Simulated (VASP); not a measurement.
# Si (Fd-3m) in VASP: notebook, part 3 of 3

VASP 6.6.1. The steps go on from the part before.

## Step 6: Vibrations by perturbation theory, PBEsol

This run uses another cell than the first one, of 19.65 Å³/atom.

INCAR reads:

```
ALGO     = Normal         # electronic algorithm
EDIFF    = 1E-8           # SCF threshold, eV
ENCUT    = 520            # plane-wave cutoff, eV
GGA      = PS             # functional
IBRION   = 8              # ionic algorithm
ISIF     = 2              # what is computed and relaxed
ISMEAR   = 0              # smearing method
LASPH    = T              # aspherical terms in the spheres
LCHARG   = F              # write CHGCAR
LREAL    = F              # projectors in reciprocal space
LWAVE    = F              # write WAVECAR
NELM     = 100            # most SCF steps
NSW      = 1              # ionic steps
PREC     = Accurate       # precision mode
SIGMA    = 0.01           # smearing width, eV
```

KPOINTS reads:

```
k-points
0
Gamma
  8 8 8
```

POSCAR reads:

```
Si
1.0
    2.6984319101      2.6984319101      0.0000000000
   -2.6984319101      2.6984319101      0.0000000000
    0.0000000000      2.6984319101      2.6984319101
Si
2
Direct
    0.2500000000      0.7500000000      0.5000000000
    0.0000000000      0.0000000000      0.0000000000
```

Potentials or basis: VASP PAW PBE potentials, release 64 (Si).

Started as:

```console
$ cat potpaw_PBE.64/Si/POTCAR > POTCAR
$ mpirun -np 1 vasp_std > vasp.out
```

OUTCAR:

```text
EDIFF = 1E-8
   ENCUT = 520
   GGA = PS
   IBRION = 8
   ISIF = 2
   ISMEAR = 0
   LASPH = T
   LREAL = F
   NELM = 100
   NSW = 1
   PREC = Accurate

 ion  position               nearest neighbor table
   1  0.250  0.750  0.500-   2 2.34   2 2.34   2 2.34   2 2.34
   2  0.000  0.000  0.000-   1 2.34   1 2.34   1 2.34   1 2.34

  LATTYP: Found a face centered cubic cell.
 ALAT       =     5.3968638202

  Lattice vectors:

 A1 = (   0.0000000000,   2.6984319101,   2.6984319101)
 A2 = (   2.6984319101,   0.0000000000,   2.6984319101)
 A3 = (   2.6984319101,   2.6984319101,   0.0000000000)

Analysis of symmetry for initial positions (statically):
=====================================================================
 Subroutine PRICEL returns:
 Original cell was already a primitive cell.

 Routine SETGRP: Setting up the symmetry group for a
 face centered cubic supercell.

 Subroutine GETGRP returns: Found 48 space group operations
 (whereof 24 operations were pure point group operations)
 out of a pool of 48 trial point group operations.

The static configuration has the point symmetry T_d .
 The point group associated with its full space group is O_h .

Analysis of symmetry for dynamics (positions and initial velocities):
=====================================================================
 Subroutine PRICEL returns:
 Original cell was already a primitive cell.

 Routine SETGRP: Setting up the symmetry group for a
 face centered cubic supercell.

 Subroutine GETGRP returns: Found 48 space group operations
 (whereof 24 operations were pure point group operations)
 out of a pool of 48 trial point group operations.

[... 445 lines left out ...]
     -1.34922      4.04765      1.34922         0.000000     -0.000000      0.000000
      0.00000      0.00000      0.00000        -0.000000      0.000000     -0.000000
 -----------------------------------------------------------------------------------
    total drift:                                0.000000      0.000000     -0.000000

  FREE ENERGIE OF THE ION-ELECTRON SYSTEM (eV)
  ---------------------------------------------------
  free  energy   TOTEN  =       -11.4835335760 eV

  energy  without entropy=      -11.4835335760  energy(sigma->0) =      -11.48353358

[... ionic steps 2 to 3 ...]

--------------------------------------- Ionic step        4  -------------------------------------------

 Free energy of the ion-electron system (eV)
  ---------------------------------------------------
  ---------------------------------------------------
  free energy    TOTEN  =        -0.01734824 eV

  energy without entropy =       -0.01734824

------------------------ aborting loop because EDIFF is reached ----------------------------------------

 INTERNAL STRAIN TENSOR  FOR ION    1  DIRECTION 1   (eV/Angst):
 -----------------------------------------------------------------------------
     0.02010  0.00000  0.00000
     0.00000 -0.01128-10.50476
     0.00000-10.50476 -0.01128

 INTERNAL STRAIN TENSOR FOR ION    2 for displacements in x,y,z  (eV/Angst):
          X           Y           Z          XY          YZ          ZX
  --------------------------------------------------------------------------------
  x     0.00000     0.00000     0.00000     0.00000    10.50476     0.00000
  y    -0.00000     0.00000    -0.00000     0.00000     0.00000    10.50476
  z     0.00000     0.00000     0.00000    10.50476     0.00000     0.00000

 SECOND DERIVATIVES (NOT SYMMETRIZED)
 ------------------------------------
               1X          1Y          1Z          2X          2Y          2Z
  1X   -13.952090   -0.000000    0.000000   13.952090    0.000000   -0.000000
  1Y     0.000000  -13.952090   -0.000000   -0.000000   13.952090    0.000000
  1Z     0.000000   -0.000000  -13.952090   -0.000000    0.000000   13.952090
  2X    13.952090    0.000000   -0.000000  -13.952090   -0.000000    0.000000
  2Y    -0.000000   13.952090    0.000000    0.000000  -13.952090   -0.000000
  2Z    -0.000000    0.000000   13.952090    0.000000   -0.000000  -13.952090

 Eigenvectors and eigenvalues of the dynamical matrix
 ----------------------------------------------------

   1 f  =   15.582895 THz    97.910216 2PiTHz  519.789424 cm-1    64.445646 meV
             X         Y         Z           dx          dy          dz
     -1.349216  4.047648  1.349216     0.171499    0.685994    0.000000
      0.000000  0.000000  0.000000    -0.171499   -0.685994    0.000000
[... 21 lines left out ...]
   6 f  =    0.000000 THz     0.000000 2PiTHz    0.000000 cm-1     0.000000 meV
             X         Y         Z           dx          dy          dz
     -1.349216  4.047648  1.349216    -0.000000    0.000000    0.707107
      0.000000  0.000000  0.000000     0.000000    0.000000    0.707107

--------------------------------------------------------------------------------------------------------

 ELASTIC MODULI CONTR FROM IONIC RELAXATION (kBar)
 Direction    XX          YY          ZZ          XY          YZ          ZX
 --------------------------------------------------------------------------------
 XX          -0.0000     -0.0000     -0.0000     -0.0000      0.0000      0.0000
 YY          -0.0000     -0.0000     -0.0000     -0.0000     -0.0000     -0.0000
 ZZ          -0.0000     -0.0000     -0.0000      0.0000     -0.0000      0.0000
 XY          -0.0000     -0.0000      0.0000   -322.4624      0.0000     -0.0000
 YZ           0.0000     -0.0000     -0.0000      0.0000   -322.4624     -0.0000
 ZX           0.0000     -0.0000      0.0000     -0.0000     -0.0000   -322.4624
 --------------------------------------------------------------------------------
```

OSZICAR:

```text
N       E                     dE             d eps       ncg     rms          rms(c)
DAV:   1     0.739802951815E+01    0.73980E+01   -0.32576E+03   464   0.770E+02
DAV:   2    -0.114899693294E+02   -0.18888E+02   -0.17796E+02   752   0.835E+01
DAV:   3    -0.117182249454E+02   -0.22826E+00   -0.22826E+00   560   0.117E+01
[... 25 lines left out ...]
RMM:   7    -0.173483169162E-01    0.94032E-06   -0.21820E-06  2529   0.580E-04    0.606E-05
RMM:   8    -0.173483007370E-01    0.16179E-07   -0.36148E-07  2624   0.857E-05    0.289E-05
RMM:   9    -0.173482179218E-01    0.82815E-07    0.26950E-08  2562   0.384E-05    0.474E-06
RMM:  10    -0.173482443073E-01   -0.26385E-07    0.48144E-08  2647   0.968E-06    0.282E-06
RMM:  11    -0.173482328209E-01    0.11486E-07    0.26995E-08  2363   0.452E-06    0.461E-07
RMM:  12    -0.173482369801E-01   -0.41592E-08    0.28487E-09  1521   0.162E-06    0.291E-07
 Linear response finished
```

stdout:

```text
POSCAR found type information on POSCAR Si
 POSCAR found :  1 types and       2 ions
 scaLAPACK will be used
 -----------------------------------------------------------------------------
|                                                                             |
|                                                                             |
|     You enforced a specific xc type in the INCAR file but a different       |
|     I HOPE YOU KNOW WHAT YOU ARE DOING!                                     |
|                                                                             |
 -----------------------------------------------------------------------------

 LDA part: xc-table for (Slater+PW92), standard interpolation
 POSCAR, INCAR and KPOINTS ok, starting setup
 FFT: planning ... GRIDC
 FFT: planning ... GRID_SOFT
 FFT: planning ... GRID
 WAVECAR not read
 entering main loop
 Linear response reoptimize wavefunctions to high precision
 Linear response DOF=           1
 Linear response progress:
 first order change of Fermi-energy  -0.19609E-03
 force on displaced ion       1 direction 1 : -13.952  -0.000  -0.000
 Linear response finished
```

It took 92 s on 1 thread of Intel Xeon 8259CL, shared host; peak memory 0.2 GiB.

What came out:

| Item | Value |
| --- | --- |
| Highest phonon frequency at Γ | 520 cm⁻¹ |

Phonon frequencies in cm⁻¹ (negative: imaginary):
```
              q point        frequencies
(0.000, 0.000, 0.000)  0 0 0 520 520 520
```

Caveat: the cell stands under pressure or tension, which shifts response properties; the PAW data sets were made with another functional, which shifts forces and pressure a little.
